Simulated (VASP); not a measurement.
# TaAs (P6_3/mmc) in VASP: notebook, part 2 of 2

VASP 6.6.1. The steps go on from the part before.

## 3. Single point, PBE

This run uses another cell than the first one, of 21.49 Å³/atom.

Input file INCAR:

```
PREC = Accurate
ENCUT = 520
EDIFF = 1E-7
ISMEAR = 0
SIGMA = 0.1
LREAL = False
LASPH = True
NELM = 60
ALGO = Normal
ISIF = 2
LWAVE = False
LCHARG = False
GGA = PE
NBANDS = 24
```

Input file KPOINTS:

```
regular mesh
0
Gamma
  6 6 4
```

Input file POSCAR:

```
TaAs
1.0
    4.3217501146      0.0000000000      0.0000000000
   -2.1608750573      3.7427453881      0.0000000000
    0.0000000000      0.0000000000      5.3141249207
Ta As
2 2
Direct
    0.3333333333      0.6666666667      0.7500000000
    0.6666666667      0.3333333333      0.2500000000
    0.0000000000      0.0000000000      0.2500000000
    0.0000000000      0.0000000000      0.7500000000
```

Potentials or basis: VASP PAW PBE potentials, release 64 (Ta_pv, As).

Launch:

```sh
$ cat potpaw_PBE.64/Ta_pv/POTCAR potpaw_PBE.64/As/POTCAR > POTCAR
$ mpirun -np 1 vasp_std > vasp.out
```

It took 22 s on 1 thread of Intel Xeon 6975P-C (Granite Rapids), shared host; peak memory 0.21 GiB.

Results (log left out):

- Free energy: -29.8689 eV
- Pressure: 0.6 GPa
- Band gap on the k mesh: zero (bands 16 and 17 overlap by 1.59 eV)

Stress tensor (GPa, compression positive):
```
0.61 0.00 0.00
0.00 0.61 0.00
0.00 0.00 0.45
```

Levels at points of the mesh, in eV from the Fermi level:
```tsv
k point	band 13	band 14	band 15	band 16	band 17	band 18	band 19	band 20
(0.00, 0.00, 0.00)	-2.71	-1.39	-0.09	-0.09	0.98	1.14	1.14	2.66
(0.50, 0.00, 0.00)	-1.38	-1.15	-1.12	-0.40	-0.26	1.08	1.74	2.31
(0.00, 0.00, 0.50)	-1.79	-1.79	0.80	0.80	0.80	0.80	1.01	1.01
(0.50, 0.00, 0.50)	-2.09	-2.09	0.01	0.01	0.04	0.04	0.69	0.69
```

Caveat: spin-orbit coupling is left out, which moves the levels of the heavy elements.

## 4. Relaxation of cell and atoms, PBE

Input file INCAR:

```
ALGO = Normal ; EDIFF = 1E-7
EDIFFG = -0.04 ; ENCUT = 600
GGA = PE ; IBRION = 2
ISIF = 3 ; ISMEAR = 0
LASPH = T ; LCHARG = F
LREAL = F ; LWAVE = F
NELM = 80 ; NSW = 90
PREC = Accurate ; SIGMA = 0.1
```

Input file KPOINTS:

```
k-points
0
Gamma
  6 6 4
```

Input file POSCAR:

```
TaAs
1.0
    3.8814600000      0.0000000000      0.0000000000
   -1.9407300000      3.3614429600      0.0000000000
    0.0000000000      0.0000000000      5.8504443400
Ta As
2 2
Direct
    0.3333333300      0.6666666700      0.7500000000
    0.6666666700      0.3333333300      0.2500000000
    0.0000000000      0.0000000000      0.2500000000
    0.0000000000      0.0000000000      0.7500000000
```

Launch:

```sh
$ cat potpaw_PBE.64/Ta_pv/POTCAR potpaw_PBE.64/As/POTCAR > POTCAR
$ mpirun -np 1 vasp_std > vasp.out
```

It took 3.2 min on 1 thread of Intel Xeon 6975P-C (Granite Rapids), shared host; peak memory 0.25 GiB.

The run converged. Its results:

- Free energy: -29.8685 eV
- Relaxed volume: 21.63 Å³/atom
- Relaxed cell: a = 4.328 Å, b = 4.328 Å, c = 5.335 Å, α = 90.00°, β = 90.00°, γ = 120.00°
- Space group after relaxing (to 0.1 Å): P6_3/mmc (No. 194)
- Pressure after relaxing: -0.1 GPa
- Band gap on the k mesh: zero (bands 16 and 17 overlap by 1.57 eV)

Stress tensor (GPa, compression positive):
```
 0.00  0.00  0.00
 0.00  0.00  0.00
 0.00  0.00 -0.16
```

Final structure:
```xyz
4
Lattice="4.3275 0.0000 0.0000 -2.1638 3.7478 0.0000 0.0000 0.0000 5.3345" Properties=species:S:1:pos:R:3 pbc="T T T"
Ta    0.0000    2.4985    4.0009
Ta    2.1638    1.2493    1.3336
As    0.0000    0.0000    1.3336
As    0.0000    0.0000    4.0009
```

Levels at points of the mesh, in eV from the Fermi level:
```
           k point  band 13  band 14  band 15  band 16  band 17  band 18  band 19  band 20
(0.00, 0.00, 0.00)    -2.70    -1.38    -0.08    -0.08     0.98     1.14     1.14     2.64
(0.50, 0.00, 0.00)    -1.37    -1.16    -1.10    -0.39    -0.26     1.08     1.74     2.29
(0.00, 0.00, 0.50)    -1.80    -1.80     0.80     0.80     0.80     0.80     1.01     1.01
(0.50, 0.00, 0.50)    -2.10    -2.10     0.01     0.01     0.04     0.04     0.68     0.68
```

Caveat: spin-orbit coupling is left out, which moves the levels of the heavy elements.

## 5. Single point, PBE

This run uses another cell than the first one, of 21.56 Å³/atom.

Input file INCAR:

```
SYSTEM = TaAs
PREC     = Accurate       ! precision mode
ENCUT    = 520            ! plane-wave cutoff, eV
EDIFF    = 1E-7           ! SCF threshold, eV
ISMEAR   = 0              ! smearing method
SIGMA    = 0.1            ! smearing width, eV
LREAL    = .FALSE.        ! projectors in reciprocal space
LASPH    = .TRUE.         ! aspherical terms in the spheres
NELM     = 100            ! most SCF steps
ALGO     = Normal         ! electronic algorithm
ISIF     = 2              ! what is computed and relaxed
LWAVE    = .FALSE.        ! write WAVECAR
LCHARG   = .FALSE.        ! write CHGCAR
GGA      = PE             ! functional
NBANDS   = 24             ! bands
```

Input file KPOINTS:

```
Automatic mesh
0
G
  12 12 10
  0 0 0
```

Input file POSCAR:

```
TaAs
1.0
    4.3234880353      0.0000000000      0.0000000000
   -2.1617440177      3.7442504715      0.0000000000
    0.0000000000      0.0000000000      5.3266102342
Ta As
2 2
Direct
    0.3333333333      0.6666666667      0.7500000000
    0.6666666667      0.3333333333      0.2500000000
    0.0000000000      0.0000000000      0.2500000000
    0.0000000000      0.0000000000      0.7500000000
```

Launch:

```sh
$ cat potpaw_PBE.64/Ta_pv/POTCAR potpaw_PBE.64/As/POTCAR > POTCAR
$ mpirun -np 1 vasp_std > vasp.out
```

Wall time 83 s (1 thread of Intel Xeon 6975P-C (Granite Rapids), shared host); peak memory 0.35 GiB.

Results (log left out):

| Quantity | Value |
| --- | --- |
| Free energy | -29.8690 eV |
| Pressure | 0.3 GPa |
| Band gap on the k mesh | zero (bands 16 and 17 overlap by 1.58 eV) |

Stress tensor (GPa, compression positive):
```
0.34 0.00 0.00
0.00 0.34 0.00
0.00 0.00 0.16
```

Levels at points of the mesh, in eV from the Fermi level:
```csv
k point,band 13,band 14,band 15,band 16,band 17,band 18,band 19,band 20
"(0.00, 0.00, 0.00)",-2.69,-1.36,-0.06,-0.06,1.01,1.16,1.16,2.67
"(0.50, 0.00, 0.00)",-1.35,-1.14,-1.09,-0.37,-0.24,1.10,1.77,2.32
"(0.00, 0.00, 0.50)",-1.78,-1.78,0.82,0.82,0.82,0.82,1.04,1.04
"(0.50, 0.00, 0.50)",-2.08,-2.08,0.03,0.03,0.06,0.06,0.70,0.70
```

Caveat: spin-orbit coupling is left out, which moves the levels of the heavy elements.

## 6. Relaxation of cell and atoms, PBE

This run uses another cell than the first one, of 21.49 Å³/atom.

Input file INCAR:

```
PREC = Accurate
ENCUT = 600
EDIFF = 1E-7
ISMEAR = 0
SIGMA = 0.1
LREAL = False
LASPH = True
NELM = 80
ALGO = Normal
ISIF = 3
LWAVE = False
LCHARG = False
GGA = PE
IBRION = 2
NSW = 100
EDIFFG = -0.01
```

Input file KPOINTS:

```
Automatic mesh
0
Gamma
  12 12 10
```

Input file POSCAR:

```
TaAs
1.0
    4.3217501146      0.0000000000      0.0000000000
   -2.1608750573      3.7427453881      0.0000000000
    0.0000000000      0.0000000000      5.3141249207
Ta As
2 2
Direct
    0.3333333333      0.6666666667      0.7500000000
    0.6666666667      0.3333333333      0.2500000000
    0.0000000000      0.0000000000      0.2500000000
    0.0000000000      0.0000000000      0.7500000000
```

Potentials or basis: VASP PAW PBE potentials, release 64 (Ta_pv, As).

Launch:

```sh
$ cat potpaw_PBE.64/Ta_pv/POTCAR potpaw_PBE.64/As/POTCAR > POTCAR
$ mpirun -np 1 vasp_std > vasp.out
```

It took 4.6 min on 1 thread of Intel Xeon 6975P-C (Granite Rapids), shared host; peak memory 0.4 GiB.

It converged, with:

```
Free energy                           : -29.8696 eV
Relaxed volume                        : 21.61 Å³/atom
Relaxed cell                          : a = 4.327 Å, b = 4.327 Å, c = 5.331 Å, α = 90.00°, β = 90.00°, γ = 120.00°
Space group after relaxing (to 0.1 Å) : P6_3/mmc (No. 194)
Energy gained by relaxing             : 0.2 meV/atom
Ionic steps                           : 4
Pressure after relaxing               : 0.0 GPa
Band gap on the k mesh                : zero (bands 16 and 17 overlap by 1.58 eV)
```

Step by step:
```tsv
step	energy change (eV)	largest force (eV/Å)	pressure (GPa)	volume (Å³)
1	0.0000	0.0000	0.55	85.96
2	0.0005	0.0000	-0.68	86.88
3	-0.0007	0.0000	0.01	86.36
4	-0.0008	0.0000	0.01	86.44
```

Final structure:
```cif
data_structure
_symmetry_space_group_name_H-M 'P 1'
_symmetry_Int_Tables_number 1
_cell_length_a 4.3269
_cell_length_b 4.3269
_cell_length_c 5.3312
_cell_angle_alpha 90.000
_cell_angle_beta 90.000
_cell_angle_gamma 120.000
_cell_volume 86.44
loop_
_atom_site_label
_atom_site_type_symbol
_atom_site_fract_x
_atom_site_fract_y
_atom_site_fract_z
_atom_site_occupancy
Ta1 Ta 0.33333 0.66667 0.75000 1
Ta2 Ta 0.66667 0.33333 0.25000 1
As1 As 0.00000 0.00000 0.25000 1
As2 As 0.00000 0.00000 0.75000 1
```

Levels at points of the mesh, in eV from the Fermi level:
```tsv
k point	band 13	band 14	band 15	band 16	band 17	band 18	band 19	band 20
(0.00, 0.00, 0.00)	-2.68	-1.36	-0.06	-0.06	1.00	1.16	1.16	2.67
(0.50, 0.00, 0.00)	-1.35	-1.14	-1.08	-0.37	-0.24	1.10	1.76	2.31
(0.00, 0.00, 0.50)	-1.78	-1.78	0.82	0.82	0.82	0.82	1.03	1.03
(0.50, 0.00, 0.50)	-2.08	-2.08	0.03	0.03	0.07	0.07	0.70	0.70
```

Caveat: spin-orbit coupling is left out, which moves the levels of the heavy elements.

## 7. Summary

```tsv
task	cell	k mesh	cutoff (eV)	gap on the mesh (eV)	pressure (GPa)	relaxed volume (Å³/atom)
single point	a = 3.881, b = 3.881, c = 5.850 Å, angles 90.0, 90.0, 120.0°, 4 atoms	6 × 6 × 4	520	none	44.8	-
single point	a = 4.322, b = 4.322, c = 5.314 Å, angles 90.0, 90.0, 120.0°, 4 atoms	6 × 6 × 4	520	none	0.6	-
relaxation of cell and atoms	relaxed from a = 3.881, b = 3.881, c = 5.850 Å, angles 90.0, 90.0, 120.0°, 4 atoms	6 × 6 × 4	600	none	-0.1	21.63
single point	a = 4.323, b = 4.323, c = 5.327 Å, angles 90.0, 90.0, 120.0°, 4 atoms	12 × 12 × 10	520	none	0.3	-
relaxation of cell and atoms	relaxed from a = 4.322, b = 4.322, c = 5.314 Å, angles 90.0, 90.0, 120.0°, 4 atoms	12 × 12 × 10	600	none	0.0	21.61
```

Alike in all rows: level PBE; potentials or basis VASP PAW PBE potentials, release 64 (Ta_pv, As); no spin polarisation; smearing gaussian 0.1 eV.

Caveats: spin-orbit coupling is left out, which moves the levels of the heavy elements; the cell stands under pressure (at least some runs).

Total energies depend on the potentials used, so only differences within one code and one set of settings carry meaning.
